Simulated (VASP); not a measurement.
Input of a VASP 6.6.1 run:

The input INCAR:

```
SYSTEM = Mn3Sb
ALGO     = Normal         ! electronic algorithm
EDIFF    = 1E-6           ! SCF threshold, eV
ENCUT    = 520            ! plane-wave cutoff, eV
GGA      = CA             ! functional
ISIF     = 2              ! what is computed and relaxed
ISMEAR   = -1             ! smearing method
ISPIN    = 2              ! spin polarisation
LASPH    = .True.         ! aspherical terms in the spheres
LCHARG   = .False.        ! write CHGCAR
LMAXMIX  = 4              ! l up to which the mixer works
LORBIT   = 11             ! projections on sites
LREAL    = .False.        ! projectors in reciprocal space
LWAVE    = .False.        ! write WAVECAR
MAGMOM   = 2.8 2.8 2.8 0  ! initial moments
NBANDS   = 34             ! bands
NELM     = 150            ! most SCF steps
PREC     = Accurate       ! precision mode
SIGMA    = 0.1            ! smearing width, eV
```

File KPOINTS:

```
k-points
0
Gamma
  7 7 7
  0 0 0
```

POSCAR

```
Mn3Sb
1.0
    0.0000000000      2.9941220000      2.9941220000
    2.9941220000      0.0000000000      2.9941220000
    2.9941220000      2.9941220000      0.0000000000
Mn Sb
3 1
Direct
    0.7500000000      0.7500000000      0.7500000000
    0.2500000000      0.2500000000      0.2500000000
    0.0000000000      0.0000000000      0.0000000000
    0.5000000000      0.5000000000      0.5000000000
```

Potentials or basis: VASP PAW LDA potentials, release 64 (Mn_pv, Sb).

The run is started by

```console
$ cat potpaw_LDA.64/Mn_pv/POTCAR potpaw_LDA.64/Sb/POTCAR > POTCAR
$ mpirun -np 1 vasp_std > vasp.out
```

(1) Estimate the site moments.

(2) What does it give for the net moment?

Results:

(1) Mn -0.34, +2.65; Sb +0.03 μB.

(2) 2.07 μB per cell.

Caveat: only a ferromagnetic start was run, and an antiferromagnetic order may lie lower in energy.
